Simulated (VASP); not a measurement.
# BP (I-4m2) in VASP: a series of runs

Runs on BP. Level: PBEsol. Tasks: single point.

Everything below comes from runs of VASP 6.6.1. Logs are shortened: lines on timing, memory, paths and dates and some standing lists are left out, and cuts for length are marked.

### Step 1. The cell of the first run

The structure is tetragonal, space group I-4m2 (No. 119). The conventional cell has a = 3.072 Å, b = 3.072 Å, c = 4.626 Å, α = 90.00°, β = 90.00°, γ = 90.00°. Within 2.5 Å of B (site symmetry -4m2) lie 4 P at 1.92 Å. Within 2.5 Å of P (site symmetry -4m2) lie 4 B at 1.92 Å.

### Step 2. Single point, PBEsol (strained cell)

The input, INCAR:

```
ALGO = Normal
EDIFF = 1E-6
ENCUT = 500
GGA = PS
GGA_COMPAT = F
ISIF = 2
ISMEAR = 0
LASPH = T
LCHARG = T
LELF = T
LREAL = F
LVHAR = T
LWAVE = F
NBANDS = 11
NELM = 120
PREC = Accurate
SIGMA = 0.02
```

The input, KPOINTS:

```
k-points
0
Gamma
  10 10 10
```

The input, POSCAR:

```
BP
1.0
    0.0000000000      2.1719893105      2.3130217069
    2.1719893105      0.0000000000      2.3130217069
    2.1719893105      2.1719893105      0.0000000000
B P
1 1
Direct
    0.0000000000      0.0000000000      0.0000000000
    0.2500000000      0.2500000000      0.2500000000
```

Potentials or basis: VASP PAW PBE potentials, release 64 (B, P).

Launch:

```sh
$ cat potpaw_PBE.64/B/POTCAR potpaw_PBE.64/P/POTCAR > POTCAR
$ mpirun -np 1 vasp_std > vasp.out
```

OUTCAR:

```text
EDIFF = 1E-6
   ENCUT = 500
   GGA = PS
   ISIF = 2
   ISMEAR = 0
   LASPH = T
   LREAL = F
   NELM = 120
   PREC = Accurate

 ion  position               nearest neighbor table
   1  0.000  0.000  0.000-   2 1.92   2 1.92   2 1.92   2 1.92
   2  0.250  0.250  0.250-   1 1.92   1 1.92   1 1.92   1 1.92

  LATTYP: Found a body centered tetragonal cell.
 ALAT       =     3.0716567402
 C/A-ratio  =     1.5060417895

  Lattice vectors:

 A1 = (  -2.1719893105,   0.0000000000,   2.3130217069)
 A2 = (   2.1719893105,   0.0000000000,   2.3130217069)
 A3 = (   0.0000000000,   2.1719893105,  -2.3130217069)

Analysis of symmetry for initial positions (statically):
=====================================================================
 Subroutine PRICEL returns:
 Original cell was already a primitive cell.

 Routine SETGRP: Setting up the symmetry group for a
 body centered tetragonal supercell.

 Subroutine GETGRP returns: Found  8 space group operations
 (whereof  8 operations were pure point group operations)
 out of a pool of 16 trial point group operations.

The static configuration has the point symmetry D_2d.

Analysis of symmetry for dynamics (positions and initial velocities):
=====================================================================
 Subroutine PRICEL returns:
 Original cell was already a primitive cell.

 Routine SETGRP: Setting up the symmetry group for a
 body centered tetragonal supercell.

 Subroutine GETGRP returns: Found  8 space group operations
 (whereof  8 operations were pure point group operations)
 out of a pool of 16 trial point group operations.

The dynamic configuration has the point symmetry D_2d.

 Subroutine INISYM returns: Found  8 space group operations
 (whereof  8 operations are pure point group operations),
 and found     1 'primitive' translations

----------------------------------------------------------------------------------------

                                     Primitive cell

  volume of cell :      21.8235

  direct lattice vectors                    reciprocal lattice vectors
     0.000000000  2.171989310  2.313021707    -0.230203711  0.230203711  0.216167448
     2.171989310  0.000000000  2.313021707     0.230203711 -0.230203711  0.216167448
     2.171989310  2.171989310  0.000000000     0.230203711  0.230203711 -0.216167448

  length of vectors
     3.172949256  3.172949256  3.071656740     0.390788770  0.390788770  0.390788770

  position of ions in fractional coordinates (direct lattice)
     0.000000000  0.000000000  0.000000000
     0.250000000  0.250000000  0.250000000

  ion indices of the primitive-cell ions
   primitive index   ion index
                 1           1
                 2           2

----------------------------------------------------------------------------------------

 KPOINTS: k-points

Automatic generation of k-mesh.
 Grid dimensions read from file:
 generate k-points for:   10   10   10

 Generating k-lattice:

  Cartesian coordinates                     Fractional coordinates (reciprocal lattice)
    -0.023020371  0.023020371  0.021616745     0.100000000  0.000000000  0.000000000
     0.023020371 -0.023020371  0.021616745     0.000000000  0.100000000  0.000000000
     0.023020371  0.023020371 -0.021616745     0.000000000  0.000000000  0.100000000

  Length of vectors
     0.039078877  0.039078877  0.039078877

  Shift w.r.t. Gamma in fractional coordinates (k-lattice)
     0.000000000  0.000000000  0.000000000

 Subroutine IBZKPT returns following result:
 ===========================================

 Found    102 irreducible k-points:

 Following reciprocal coordinates:
            Coordinates               Weight
  0.000000  0.000000  0.000000      1.000000
  0.100000 -0.000000  0.000000      8.000000
  0.200000 -0.000000  0.000000      8.000000
  0.300000 -0.000000  0.000000      8.000000
  0.400000 -0.000000  0.000000      8.000000
  0.500000 -0.000000  0.000000      4.000000
[... 16 lines left out ...]
  0.300000  0.300000  0.000000      2.000000
  0.400000  0.300000  0.000000      8.000000
 [... further k-points ...]
   k-points           NKPTS =    102   k-points in BZ     NKDIM =    102   number of bands    NBANDS=     11
   number of dos      NEDOS =    301   number of ions     NIONS =      2
   total plane-waves  NPLWV =  13824
   dimension x,y,z NGX =    24 NGY =   24 NGZ =   24
   dimension x,y,z NGXF=    48 NGYF=   48 NGZF=   48
   ions per type =               1   1
   NGX,Y,Z   is equivalent  to a cutoff of  12.57, 12.57, 12.99 a.u.
   NGXF,Y,Z  is equivalent  to a cutoff of  25.15, 25.15, 25.98 a.u.
 SYSTEM =  unknown system
   PREC   = accura    normal or accurate (medium, high low for compatibility)
   ISTART =      0    job   : 0-new  1-cont  2-samecut
   ICHARG =      2    charge: 1-file 2-atom 10-const
   ISPIN  =      1    spin polarized calculation?
   LNONCOLLINEAR =      F non collinear calculations
   LSORBIT =      F    spin-orbit coupling
   LASPH  =      T    aspherical Exc in radial PAW
   ENCUT  =  500.0 eV  36.75 Ry    6.06 a.u.   5.79  5.79  5.60*2*pi/ulx,y,z
   NELM   =    120;   NELMIN=  2; NELMDL= -5     # of ELM steps
   EDIFF  = 0.1E-05   stopping-criterion for ELM
   LREAL  =      F    real-space projection
   EDIFFG = 0.1E-04   stopping-criterion for IOM
   NSW    =      0    number of steps for IOM
   IBRION =     -1    ionic relax: 0-MD 1-quasi-New 2-CG
   NFREE  =      0    steps in history (QN), initial steepest desc. (CG)
   ISIF   =      2    stress and relaxation
   ISYM   =      2    0-nonsym 1-usesym 2-fastsym
   POTIM  = 0.5000    time-step for ionic-motion
   TEBEG  =    0.0;   TEEND  =   0.0 temperature during run
   PSTRESS=    0.0 pullay stress
   NELECT =       8.0000    total number of electrons
   NUPDOWN=      -1.0000    fix difference up-down
   EMIN   =  10.00;   EMAX   =-10.00  energy-range for DOS
   EFERMI =   0.00;   METHOD = LEGACY
   ISMEAR =     0;   SIGMA  =   0.02  broadening in eV -4-tet -1-fermi 0-gaus
   EFERMI_NEDOS =   21; number of points for ismear=-14 and -15
   IALGO  =     38    algorithm
   IMIX   =      4    mixing-type and parameters
     AMIX     =   0.40;   BMIX     =  1.00
     AMIX_MAG =   1.60;   BMIX_MAG =  1.00
  volume/ion in A,a.u.               =      10.91        73.64
  Fermi-wavevector in a.u.,A,eV,Ry     =   1.171646  2.214090 18.677462  1.372755
  Thomas-Fermi vector in A             =   2.308087
   LORBIT       =      0    0 simple, 1 ext, 2 COOP (PROOUT), +10 PAW based schemes
   GGA     = PS    functional components
   LHFCALC =     F    Hartree Fock is set to
   AEXX    =    0.0000 exact exchange contribution
   IVDW    =     0    specifies the selected vdW correction
   LEPSILON=     F    determine dielectric tensor
   LRPA    =     F    only Hartree local field effects (RPA)
 non-spin polarized calculation
 Gauss-broadening in eV      SIGMA  =   0.02
  energy-cutoff  :      500.00
  volume of cell :       21.82
 maximum number of plane-waves:       568
   NGX = 11   NGY = 11   NGZ = 11

 number of electron       8.0000000 magnetization

 Free energy of the ion-electron system (eV)
  ---------------------------------------------------
  ext. energy  EPLUGINS =         0.00000000
  ---------------------------------------------------
  free energy    TOTEN  =       -13.57903610 eV

  energy without entropy =      -13.57903610  energy(sigma->0) =      -13.57903610

 E-fermi :   8.6171     XC(G=0): -11.3389

 val. band max:        8.4684102286   @ k =   0.0000   0.0000   0.0000
 cond. band min:       9.0207204887   @ k =   0.4000   0.0000   0.4000
 fundamental gap:      0.5523102601
 Fermi energy:         8.6171154906

 k-point     1 :       0.0000    0.0000    0.0000
  band No.  band energies     occupation
      1      -7.8849      2.00000
      2       7.7823      2.00000
      3       8.4684      2.00000
      4       8.4684      2.00000
      5      11.6180      0.00000
      6      11.6180      0.00000
      7      11.9442      0.00000
      8      16.5449      0.00000
      9      19.5845      0.00000
     10      19.9993      0.00000
     11      21.4643      0.00000

 k-point     2 :       0.1000   -0.0000    0.0000
  band No.  band energies     occupation
      1      -7.6935      2.00000
      2       6.8081      2.00000
      3       7.7418      2.00000
      4       8.1774      2.00000
      5      11.9491      0.00000
      6      12.0688      0.00000
      7      12.5065      0.00000
      8      16.9851      0.00000
      9      18.9919      0.00000
     10      20.5465      0.00000
     11      20.6059      0.00000

 k-point     3 :       0.2000   -0.0000    0.0000
  band No.  band energies     occupation
      1      -7.1254      2.00000
      2       4.4150      2.00000
      3       7.0286      2.00000
      4       7.6474      2.00000
      5      12.1725      0.00000
      6      12.9087      0.00000
      7      13.1796      0.00000
      8      17.9111      0.00000
      9      18.7227      0.00000
     10      19.6005      0.00000
     11      21.6128      0.00000

 k-point     4 :       0.3000   -0.0000    0.0000
  band No.  band energies     occupation
      1      -6.2074      2.00000
      2       1.9318      2.00000
      3       6.4417      2.00000
      4       7.2040      2.00000
      5      12.0296      0.00000
      6      13.3822      0.00000
      7      13.3896      0.00000
      8      18.5451      0.00000
      9      19.7070      0.00000
     10      19.8645      0.00000
     11      22.1227      0.00000
[... 239 lines left out ...]
 k-point    22 :      -0.2000    0.2000    0.0000
  band No.  band energies     occupation
      1      -5.8232      2.00000
      2       2.5971      2.00000
      3       3.4601      2.00000
      4       7.3975      2.00000
      5      13.2552      0.00000
      6      13.6947      0.00000
      7      14.4228      0.00000
      8      16.8333      0.00000
      9      17.9865      0.00000
     10      22.3925      0.00000
     11      24.5788      0.00000

 k-point    23 :       0.3000    0.3000    0.0000
  band No.  band energies     occupation
      1      -5.8161      2.00000
      2       2.7730      2.00000
      3       5.2023      2.00000
      4       5.2023      2.00000
      5      10.1325      0.00000
      6      12.1917      0.00000
      7      17.4661      0.00000
      8      17.4661      0.00000
      9      21.5273      0.00000
     10      23.5845      0.00000
     11      24.9872      0.00000

 k-point    24 :       0.4000    0.3000    0.0000
  band No.  band energies     occupation
      1      -4.9839      2.00000
      2       1.5179      2.00000
      3       4.1156      2.00000
      4       4.9244      2.00000
      5      10.4272      0.00000
      6      12.1739      0.00000
      7      18.0998      0.00000
      8      18.2155      0.00000
      9      22.4173      0.00000
     10      24.1973      0.00000
     11      25.7191      0.00000

 [... further k-points ...]

------------------------ aborting loop because EDIFF is reached ----------------------------------------

  FORCE on cell =-STRESS in cart. coord.  units (eV):
  Direction    XX          YY          ZZ          XY          YZ          ZX
  --------------------------------------------------------------------------------------
  -------------------------------------------------------------------------------------
  Total        2.3102718      2.3102718     -0.2777595      0.0000000      0.0000000      0.0000000
  in kB      169.6088811    169.6088811    -20.3917466      0.0000000      0.0000000      0.0000000
  external PRESSURE =     106.2753385 kB  Pullay stress =       0.0000000 kB

 VOLUME and BASIS-vectors are now :
 -----------------------------------------------------------------------------
  energy-cutoff  :      500.00
  volume of cell :       21.82
      direct lattice vectors                 reciprocal lattice vectors
     0.000000000  2.171989310  2.313021707    -0.230203711  0.230203711  0.216167448
     2.171989310  0.000000000  2.313021707     0.230203711 -0.230203711  0.216167448
     2.171989310  2.171989310  0.000000000     0.230203711  0.230203711 -0.216167448

 POSITION                                       TOTAL-FORCE (eV/Angst)
 -----------------------------------------------------------------------------------
      0.00000      0.00000      0.00000         0.000000      0.000000      0.000000
      1.08599      1.08599      1.15651        -0.000000     -0.000000      0.000000
 -----------------------------------------------------------------------------------
    total drift:                               -0.000000     -0.000000      0.000000

  FREE ENERGIE OF THE ION-ELECTRON SYSTEM (eV)
  ---------------------------------------------------
  free  energy   TOTEN  =       -13.5790361011 eV

  energy  without entropy=      -13.5790361011  energy(sigma->0) =      -13.57903610
```

It took 12 s on 1 thread of Intel Xeon Platinum 8488C (Sapphire Rapids), shared host; peak memory 0.14 GiB.

What came out:

- Free energy: -13.5790 eV
- Pressure: 10.6 GPa
- Band gap on the k mesh: 0.55 eV (least direct gap 3.15 eV)

Caveat: the cell differs from its parent crystal (strained cell); the cell stands under pressure; the PAW data sets were made with another functional, which shifts forces and pressure a little. A k mesh can miss the band edges.

### Step 3. Single point, PBEsol (strained cell)

The input, INCAR:

```
PREC = Accurate
ENCUT = 500
EDIFF = 1E-6
ISMEAR = 0
SIGMA = 0.02
LREAL = F
LASPH = T
NELM = 120
ALGO = Normal
ISIF = 2
LWAVE = F
LCHARG = F
GGA = PS
NBANDS = 11
GGA_COMPAT = F
```

The input, KPOINTS:

```
regular mesh
0
Gamma
  10 10 10
```

The input, POSCAR:

```
BP
1.0
    0.0000000000      2.1719893105      2.2807451030
    2.1719893105      0.0000000000      2.2807451030
    2.1719893105      2.1719893105      0.0000000000
B P
1 1
Direct
    0.0000000000      0.0000000000      0.0000000000
    0.2500000000      0.2500000000      0.2500000000
```

Potentials or basis: VASP PAW PBE potentials, release 64 (B, P).

Launch:

```sh
$ cat potpaw_PBE.64/B/POTCAR potpaw_PBE.64/P/POTCAR > POTCAR
$ mpirun -np 1 vasp_std > vasp.out
```

Run time: 10 s. Hardware: 1 thread of Intel Xeon Platinum 8488C (Sapphire Rapids), shared host; peak memory 0.14 GiB.

It converged, with:

```yaml
Free_energy: -13.5772 eV
Pressure: 13.7 GPa
Band_gap_on_the_k_mesh: 0.64 eV (least direct gap 3.24 eV)
```

Stress tensor (GPa, compression positive):
```
18.54  0.00  0.00
 0.00 18.54  0.00
 0.00  0.00  3.90
```

Levels at points of the mesh, in eV from the valence-band top:
```csv
k point,band 1,band 2,band 3,band 4,band 5,band 6,band 7,band 8
"(0.00, 0.00, 0.00)",-16.43,-0.53,0.00,0.00,3.24,3.24,3.50,8.39
"(0.50, 0.00, 0.00)",-12.75,-9.88,-2.39,-1.69,3.55,4.77,4.81,10.07
"(0.50, 0.50, 0.00)",-11.47,-9.52,-4.25,-4.25,1.26,1.77,12.73,12.73
"(0.50, 0.00, 0.50)",-10.93,-9.05,-4.85,-4.74,0.71,1.03,11.98,13.20
```

Caveat: the cell differs from its parent crystal (strained cell); the cell stands under pressure; the PAW data sets were made with another functional, which shifts forces and pressure a little. A k mesh can miss the band edges.
